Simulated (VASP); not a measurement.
Write the native input for VASP 6.6.1 that does the following.

```
Task                   : single point
Functional             : r2SCAN
Potentials or basis    : VASP PAW PBE potentials, release 64 (Mg, H)
Cutoff                 : 520 eV
k mesh                 : 16 × 16 × 16
Occupations            : gaussian, width 0.1 eV
Spin                   : no spin polarisation
Dipole correction      : no
Further INCAR settings : ALGO = Normal; EDIFF = 1e-06; NBANDS = 9
```

Crystal: MgH2.

```
Mg H
1.0
     0.00000    2.36339    2.36339
     2.36339    0.00000    2.36339
     2.36339    2.36339    0.00000
Mg H
1 2
Direct
  0.00000 0.00000 0.00000
  0.75000 0.75000 0.75000
  0.25000 0.25000 0.25000
```

One way to write it, as run:

POSCAR

```
MgH2
1.0
    0.0000000000      2.3633886834      2.3633886834
    2.3633886834      0.0000000000      2.3633886834
    2.3633886834      2.3633886834      0.0000000000
Mg H
1 2
Direct
    0.0000000000      0.0000000000      0.0000000000
    0.7500000000      0.7500000000      0.7500000000
    0.2500000000      0.2500000000      0.2500000000
```

INCAR.step1

```
PREC     = Accurate       # precision mode
ENCUT    = 520            # plane-wave cutoff, eV
ISMEAR   = 0              # smearing method
SIGMA    = 0.1            # smearing width, eV
LREAL    = F              # projectors in reciprocal space
LASPH    = T              # aspherical terms in the spheres
NELM     = 100            # most SCF steps
NBANDS   = 9              # bands
GGA      = PE             # functional
ALGO     = Normal         # electronic algorithm
EDIFF    = 1E-4           # SCF threshold, eV
LWAVE    = T              # write WAVECAR
LCHARG   = F              # write CHGCAR
```

INCAR.step2

```
PREC     = Accurate       # precision mode
ENCUT    = 520            # plane-wave cutoff, eV
EDIFF    = 1E-6           # SCF threshold, eV
ISMEAR   = 0              # smearing method
SIGMA    = 0.1            # smearing width, eV
LREAL    = F              # projectors in reciprocal space
LASPH    = T              # aspherical terms in the spheres
NELM     = 100            # most SCF steps
ALGO     = Normal         # electronic algorithm
ISIF     = 2              # what is computed and relaxed
LWAVE    = F              # write WAVECAR
LCHARG   = F              # write CHGCAR
METAGGA  = R2SCAN         # meta-GGA
LMIXTAU  = T            
NBANDS   = 9              # bands
ISTART   = 1
```

KPOINTS

```
Automatic mesh
0
Gamma
  16 16 16
```

Potentials or basis: VASP PAW PBE potentials, release 64 (Mg, H).

The run is started by

```console
$ cat potpaw_PBE.64/Mg/POTCAR potpaw_PBE.64/H/POTCAR > POTCAR
$ cp INCAR.step1 INCAR
$ mpirun -np 1 vasp_std > vasp.out
$ cp INCAR.step2 INCAR
$ mpirun -np 1 vasp_std > vasp.out
```

Results of the run:

- Pressure: -0.6 GPa
- Band gap on the k mesh: zero (bands 2 and 3 overlap by 0.94 eV)

Caveat: the PAW data sets were made with another functional, which shifts forces and pressure a little.

Wall time 100 s on 1 thread of Intel(R) Xeon(R) 6975P-C (Granite Rapids), on a shared host, peak memory 0.19 GiB.
